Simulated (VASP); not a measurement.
# La2Zr2O (I4/mmm) in VASP: a series of runs

Runs on La2Zr2O. Level: PBE. Tasks: single point.

Program: VASP 6.6.1. These are calculated values, not measurements. Logs are shortened: lines on timing, memory, paths and dates and some standing lists are left out, and cuts for length are marked.

### 1 The cell of the first run

It takes space group I4/mmm (No. 139, tetragonal). The conventional cell has a = 3.945 Å, b = 3.945 Å, c = 16.301 Å, α = 90.00°, β = 90.00°, γ = 90.00°. Within 3.7 Å of La (site symmetry -4m2) lie 4 La at 2.79 Å and 4 Zr at 3.50 Å. Within 3.1 Å of Zr (site symmetry 4mm) lie 1 Zr at 2.38 Å and 4 O at 3.03 Å. Within 4.0 Å of O (site symmetry 4/mmm) lie 8 Zr at 3.03 Å and 4 O at 3.95 Å.

### 2 Single point, PBE

File INCAR:

```
SYSTEM = La2Zr2O
ALGO     = Normal         ! electronic algorithm
EDIFF    = 1E-6           ! SCF threshold, eV
ENCUT    = 520            ! plane-wave cutoff, eV
GGA      = PE             ! functional
ISIF     = 2              ! what is computed and relaxed
ISMEAR   = 0              ! smearing method
LASPH    = .True.         ! aspherical terms in the spheres
LCHARG   = .True.         ! write CHGCAR
LELF     = .True.         ! ELF
LREAL    = .False.        ! projectors in reciprocal space
LVHAR    = .True.       
LWAVE    = .False.        ! write WAVECAR
NBANDS   = 34             ! bands
NELM     = 100            ! most SCF steps
PREC     = Accurate       ! precision mode
SIGMA    = 0.1            ! smearing width, eV
```

File KPOINTS:

```
k-points
0
Gamma
  14 14 14
  0 0 0
```

File POSCAR:

```
La2Zr2O
1.0
   -1.9726957735      1.9726957735      8.1506980710
    1.9726957735     -1.9726957735      8.1506980710
    1.9726957735      1.9726957735     -8.1506980710
La Zr O
2 2 1
Direct
    0.2500000000      0.7500000000      0.5000000000
    0.7500000000      0.2500000000      0.5000000000
    0.4270774215      0.4270774215      0.0000000000
    0.5729225785      0.5729225785      0.0000000000
    0.0000000000      0.0000000000      0.0000000000
```

Potentials or basis: VASP PAW PBE potentials, release 64 (La, Zr_sv, O).

Started as:

```
cat potpaw_PBE.64/La/POTCAR potpaw_PBE.64/Zr_sv/POTCAR potpaw_PBE.64/O/POTCAR > POTCAR
mpirun -np 1 vasp_std > vasp.out
```

OUTCAR:

```text
SYSTEM = La2Zr2O
   EDIFF = 1E-6
   ENCUT = 520
   GGA = PE
   ISIF = 2
   ISMEAR = 0
   LASPH = .True.
   LREAL = .False.
   NELM = 100
   PREC = Accurate

 ion  position               nearest neighbor table
   1  0.250  0.750  0.500-   2 2.79   2 2.79   2 2.79   2 2.79   3 3.50   4 3.50   4 3.50   3 3.50

   2  0.750  0.250  0.500-   1 2.79   1 2.79   1 2.79   1 2.79   3 3.50   4 3.50   3 3.50   4 3.50

   3  0.427  0.427  0.000-   4 2.38   2 3.50   1 3.50   1 3.50   2 3.50
   4  0.573  0.573  0.000-   3 2.38   1 3.50   2 3.50   2 3.50   1 3.50
   5  0.000  0.000  0.000-

  LATTYP: Found a body centered tetragonal cell.
 ALAT       =     3.9453915470
 C/A-ratio  =     4.1317562396

  Lattice vectors:

 A1 = (  -1.9726957735,   1.9726957735,   8.1506980710)
 A2 = (   1.9726957735,  -1.9726957735,   8.1506980710)
 A3 = (   1.9726957735,   1.9726957735,  -8.1506980710)

Analysis of symmetry for initial positions (statically):
=====================================================================
 Subroutine PRICEL returns:
 Original cell was already a primitive cell.

 Routine SETGRP: Setting up the symmetry group for a
 body centered tetragonal supercell.

 Subroutine GETGRP returns: Found 16 space group operations
 (whereof 16 operations were pure point group operations)
 out of a pool of 16 trial point group operations.

The static configuration has the point symmetry D_4h.

Analysis of symmetry for dynamics (positions and initial velocities):
=====================================================================
 Subroutine PRICEL returns:
 Original cell was already a primitive cell.

 Routine SETGRP: Setting up the symmetry group for a
 body centered tetragonal supercell.

 Subroutine GETGRP returns: Found 16 space group operations
 (whereof 16 operations were pure point group operations)
 out of a pool of 16 trial point group operations.

The dynamic configuration has the point symmetry D_4h.

 Subroutine INISYM returns: Found 16 space group operations
 (whereof 16 operations are pure point group operations),
 and found     1 'primitive' translations

----------------------------------------------------------------------------------------

                                     Primitive cell

  volume of cell :     126.8747

  direct lattice vectors                    reciprocal lattice vectors
    -1.972695773  1.972695773  8.150698071     0.000000000  0.253460268  0.061344439
     1.972695773 -1.972695773  8.150698071     0.253460268  0.000000000  0.061344439
     1.972695773  1.972695773 -8.150698071     0.253460268  0.253460268  0.000000000

  length of vectors
     8.614925204  8.614925204  8.614925204     0.260778158  0.260778158  0.358446949

  position of ions in fractional coordinates (direct lattice)
     0.250000000  0.750000000  0.500000000
     0.750000000  0.250000000  0.500000000
     0.427077422  0.427077422  0.000000000
     0.572922578  0.572922578  0.000000000
     0.000000000  0.000000000  0.000000000

  ion indices of the primitive-cell ions
   primitive index   ion index
                 1           1
                 2           2
                 3           3
                 4           4
                 5           5

----------------------------------------------------------------------------------------

 KPOINTS: k-points

Automatic generation of k-mesh.
 Grid dimensions read from file:
 generate k-points for:   14   14   14

 Generating k-lattice:

  Cartesian coordinates                     Fractional coordinates (reciprocal lattice)
     0.000000000  0.018104305  0.004381746     0.071428571  0.000000000 -0.000000000
     0.018104305  0.000000000  0.004381746     0.000000000  0.071428571 -0.000000000
     0.018104305  0.018104305  0.000000000     0.000000000  0.000000000  0.071428571

  Length of vectors
     0.018627011  0.018627011  0.025603353

  Shift w.r.t. Gamma in fractional coordinates (k-lattice)
     0.000000000  0.000000000  0.000000000

 Subroutine IBZKPT returns following result:
 ===========================================

 Found    244 irreducible k-points:

 Following reciprocal coordinates:
            Coordinates               Weight
  0.000000  0.000000  0.000000      1.000000
  0.071429  0.000000  0.000000      8.000000
  0.142857  0.000000  0.000000      8.000000
  0.214286  0.000000  0.000000      8.000000
  0.285714  0.000000  0.000000      8.000000
  0.357143 -0.000000  0.000000      8.000000
[... 16 lines left out ...]
  0.214286  0.142857 -0.000000     16.000000
  0.285714  0.142857 -0.000000     16.000000
 [... further k-points ...]
   k-points           NKPTS =    244   k-points in BZ     NKDIM =    244   number of bands    NBANDS=     34
   number of dos      NEDOS =    301   number of ions     NIONS =      5
   total plane-waves  NPLWV = 262144
   dimension x,y,z NGX =    64 NGY =   64 NGZ =   64
   dimension x,y,z NGXF=   128 NGYF=  128 NGZF=  128
   ions per type =               2   2   1
   NGX,Y,Z   is equivalent  to a cutoff of  12.35, 12.35, 12.35 a.u.
   NGXF,Y,Z  is equivalent  to a cutoff of  24.70, 24.70, 24.70 a.u.
 SYSTEM =  La2Zr2O
   PREC   = accura    normal or accurate (medium, high low for compatibility)
   ISTART =      0    job   : 0-new  1-cont  2-samecut
   ICHARG =      2    charge: 1-file 2-atom 10-const
   ISPIN  =      1    spin polarized calculation?
   LNONCOLLINEAR =      F non collinear calculations
   LSORBIT =      F    spin-orbit coupling
   LASPH  =      T    aspherical Exc in radial PAW
   ENCUT  =  520.0 eV  38.22 Ry    6.18 a.u.  16.02 16.02 16.02*2*pi/ulx,y,z
   NELM   =    100;   NELMIN=  2; NELMDL= -5     # of ELM steps
   EDIFF  = 0.1E-05   stopping-criterion for ELM
   LREAL  =      F    real-space projection
   EDIFFG = 0.1E-04   stopping-criterion for IOM
   NSW    =      0    number of steps for IOM
   IBRION =     -1    ionic relax: 0-MD 1-quasi-New 2-CG
   NFREE  =      0    steps in history (QN), initial steepest desc. (CG)
   ISIF   =      2    stress and relaxation
   ISYM   =      2    0-nonsym 1-usesym 2-fastsym
   POTIM  = 0.5000    time-step for ionic-motion
   TEBEG  =    0.0;   TEEND  =   0.0 temperature during run
   PSTRESS=    0.0 pullay stress
   NELECT =      52.0000    total number of electrons
   NUPDOWN=      -1.0000    fix difference up-down
   EMIN   =  10.00;   EMAX   =-10.00  energy-range for DOS
   EFERMI =   0.00;   METHOD = LEGACY
   ISMEAR =     0;   SIGMA  =   0.10  broadening in eV -4-tet -1-fermi 0-gaus
   EFERMI_NEDOS =   21; number of points for ismear=-14 and -15
   IALGO  =     38    algorithm
   IMIX   =      4    mixing-type and parameters
     AMIX     =   0.40;   BMIX     =  1.00
     AMIX_MAG =   1.60;   BMIX_MAG =  1.00
  volume/ion in A,a.u.               =      25.37       171.24
  Fermi-wavevector in a.u.,A,eV,Ry     =   1.216049  2.297999 20.119945  1.478774
  Thomas-Fermi vector in A             =   2.351415
   LORBIT       =      0    0 simple, 1 ext, 2 COOP (PROOUT), +10 PAW based schemes
   GGA     = PE    functional components
   LHFCALC =     F    Hartree Fock is set to
   AEXX    =    0.0000 exact exchange contribution
   IVDW    =     0    specifies the selected vdW correction
   LEPSILON=     F    determine dielectric tensor
   LRPA    =     F    only Hartree local field effects (RPA)
 non-spin polarized calculation
 Gauss-broadening in eV      SIGMA  =   0.10
  energy-cutoff  :      520.00
  volume of cell :      126.87
 maximum number of plane-waves:      3486
   NGX = 31   NGY = 31   NGZ = 31

 number of electron      52.0000002 magnetization

 Free energy of the ion-electron system (eV)
  ---------------------------------------------------
  ext. energy  EPLUGINS =         0.00000000
  ---------------------------------------------------
  free energy    TOTEN  =       -27.47719005 eV

  energy without entropy =      -27.44059663  energy(sigma->0) =      -27.45889334

 E-fermi :   7.7413     XC(G=0): -10.0953

 val. band max:        7.7405025794   @ k =   0.2143   0.1429   0.1429
 cond. band min:       7.7415555337   @ k =  -0.4286   0.2857   0.0714
 fundamental gap:      0.0010529543
 Fermi energy:         7.7412582048

 k-point     1 :       0.0000    0.0000    0.0000
  band No.  band energies     occupation
      1     -41.7277      2.00000
      2     -41.2327      2.00000
      3     -25.5779      2.00000
      4     -23.2351      2.00000
      5     -20.6398      2.00000
      6     -19.7282      2.00000
[... 26 lines left out ...]
     33       9.6660      0.00000
     34       9.6982      0.00000

 k-point     2 :       0.0714    0.0000    0.0000
  band No.  band energies     occupation
      1     -41.7276      2.00000
      2     -41.2326      2.00000
      3     -25.5532      2.00000
      4     -23.2707      2.00000
      5     -20.6396      2.00000
      6     -19.7316      2.00000
[... 26 lines left out ...]
     33       9.6365      0.00000
     34       9.6827      0.00000

 k-point     3 :       0.1429    0.0000    0.0000
  band No.  band energies     occupation
      1     -41.7272      2.00000
      2     -41.2322      2.00000
      3     -25.4798      2.00000
      4     -23.3746      2.00000
      5     -20.6391      2.00000
      6     -19.7410      2.00000
[... 26 lines left out ...]
     33       9.4965      0.00000
     34       9.7274      0.00000
[... 704 lines left out ...]
 k-point    23 :       0.2143    0.1429   -0.0000
  band No.  band energies     occupation
      1     -41.7260      2.00000
      2     -41.2312      2.00000
      3     -25.2749      2.00000
      4     -23.6313      2.00000
      5     -20.6385      2.00000
      6     -19.7532      2.00000
[... 26 lines left out ...]
     33       9.4705      0.00000
     34       9.7498      0.00000

 k-point    24 :       0.2857    0.1429   -0.0000
  band No.  band energies     occupation
      1     -41.7253      2.00000
      2     -41.2306      2.00000
      3     -25.1228      2.00000
      4     -23.8132      2.00000
      5     -20.6377      2.00000
      6     -19.7680      2.00000
[... 26 lines left out ...]
     33       9.5667      0.00000
     34       9.9163      0.00000

 [... further k-points ...]

------------------------ aborting loop because EDIFF is reached ----------------------------------------

  FORCE on cell =-STRESS in cart. coord.  units (eV):
  Direction    XX          YY          ZZ          XY          YZ          ZX
  --------------------------------------------------------------------------------------
  -------------------------------------------------------------------------------------
  Total       -0.0528818     -0.0528818      0.2266592      0.0000000     -0.0000000     -0.0000000
  in kB       -0.6677935     -0.6677935      2.8622586      0.0000000     -0.0000000     -0.0000000
  external PRESSURE =       0.5088905 kB  Pullay stress =       0.0000000 kB

 VOLUME and BASIS-vectors are now :
 -----------------------------------------------------------------------------
  energy-cutoff  :      520.00
  volume of cell :      126.87
      direct lattice vectors                 reciprocal lattice vectors
    -1.972695773  1.972695773  8.150698071     0.000000000  0.253460268  0.061344439
     1.972695773 -1.972695773  8.150698071     0.253460268  0.000000000  0.061344439
     1.972695773  1.972695773 -8.150698071     0.253460268  0.253460268  0.000000000

 POSITION                                       TOTAL-FORCE (eV/Angst)
 -----------------------------------------------------------------------------------
      1.97270      0.00000      4.07535         0.000000      0.000000     -0.000000
      0.00000      1.97270      4.07535         0.000000      0.000000      0.000000
      0.00000      0.00000      6.96196         0.000000      0.000000     -0.077909
      0.00000      0.00000      9.33944        -0.000000     -0.000000      0.077909
      0.00000      0.00000      0.00000         0.000000      0.000000      0.000000
 -----------------------------------------------------------------------------------
    total drift:                               -0.000000     -0.000000     -0.000000

  FREE ENERGIE OF THE ION-ELECTRON SYSTEM (eV)
  ---------------------------------------------------
  free  energy   TOTEN  =       -27.4771900473 eV

  energy  without entropy=      -27.4405966264  energy(sigma->0) =      -27.45889334
```

Run time: 1.8 h. Hardware: 1 thread of AMD EPYC 7R13 (Zen 3), shared host; peak memory 1.4 GiB.

What came out:

| Quantity | Value |
| --- | --- |
| Free energy | -27.4772 eV |
| Pressure | 0.1 GPa |
| Largest force | 0.078 eV/Å |
| Band gap on the k mesh | zero (band 26 reaches 8.35 eV, above the bottom of band 27 at 6.97 eV) |

Forces on the atoms (eV/Å):
```
La   0.000  0.000  0.000
La   0.000  0.000  0.000
Zr   0.000  0.000 -0.078
Zr   0.000  0.000  0.078
O    0.000  0.000  0.000
```

Caveat: spin-orbit coupling is left out, which moves the levels of the heavy elements.

### 3 Single point, PBE

This run uses another cell than the first one, of 21.22 Å³/atom, 0.836 times its volume.

File INCAR:

```
PREC     = Accurate       # precision mode
ENCUT    = 520            # plane-wave cutoff, eV
EDIFF    = 1E-6           # SCF threshold, eV
ISMEAR   = 0              # smearing method
SIGMA    = 0.1            # smearing width, eV
LREAL    = F              # projectors in reciprocal space
LASPH    = T              # aspherical terms in the spheres
NELM     = 100            # most SCF steps
ALGO     = Normal         # electronic algorithm
ISIF     = 2              # what is computed and relaxed
LWAVE    = F              # write WAVECAR
LCHARG   = F              # write CHGCAR
GGA      = PE             # functional
NBANDS   = 34             # bands
```

File KPOINTS:

```
regular mesh
0
Gamma
  6 6 6
```

File POSCAR:

```
La2Zr2O
1.0
   -1.9822997700      1.9822997700      6.7498439000
    1.9822997700     -1.9822997700      6.7498439000
    1.9822997700      1.9822997700     -6.7498439000
La Zr O
2 2 1
Direct
    0.2500000000      0.7500000000      0.5000000000
    0.7500000000      0.2500000000      0.5000000000
    0.3440000100      0.3440000100      0.0000000000
    0.6559999900      0.6559999900      0.0000000000
    0.0000000000      0.0000000000      0.0000000000
```

Potentials or basis: VASP PAW PBE potentials, release 64 (La, Zr_sv, O).

Started as:

```
cat potpaw_PBE.64/La/POTCAR potpaw_PBE.64/Zr_sv/POTCAR potpaw_PBE.64/O/POTCAR > POTCAR
mpirun -np 1 vasp_std > vasp.out
```

Wall time 13 min (1 thread of AMD EPYC 7R13 (Zen 3), shared host); peak memory 0.44 GiB.

Results (log left out):

| Item | Value |
| --- | --- |
| Free energy | -14.0271 eV |
| Pressure | 55.1 GPa |
| Largest force | 13.374 eV/Å |
| Band gap on the k mesh | zero (band 26 reaches 8.77 eV, above the bottom of band 27 at 8.17 eV) |

Forces on the atoms (eV/Å):
```
La    0.000   0.000   0.000
La    0.000   0.000   0.000
Zr    0.000   0.000  13.374
Zr    0.000   0.000 -13.374
O     0.000   0.000   0.000
```

Stress tensor (GPa, compression positive):
```
64.75  0.00  0.00
 0.00 64.75  0.00
 0.00  0.00 35.74
```

Levels at points of the mesh, in eV from the Fermi level:
| k point | band 24 | band 25 | band 26 | band 27 | band 28 | band 29 |
| --- | --- | --- | --- | --- | --- | --- |
| (0.00, 0.00, 0.00) | -0.59 | -0.48 | -0.23 | -0.03 | -0.03 | 2.21 |
| (0.50, 0.00, 0.00) | -1.54 | -0.35 | -0.33 | 0.45 | 0.56 | 1.94 |
| (0.50, 0.50, 0.00) | -1.24 | -1.04 | -0.81 | -0.28 | -0.21 | 0.69 |
| (0.50, 0.50, 0.50) | -0.63 | -0.30 | -0.01 | -0.01 | 1.37 | 1.46 |

Caveat: the k points lie up to 0.37 Å⁻¹ apart; spin-orbit coupling is left out, which moves the levels of the heavy elements; forces of over 1 eV/Å act on the atoms, so gaps and moduli don't describe the material at rest.
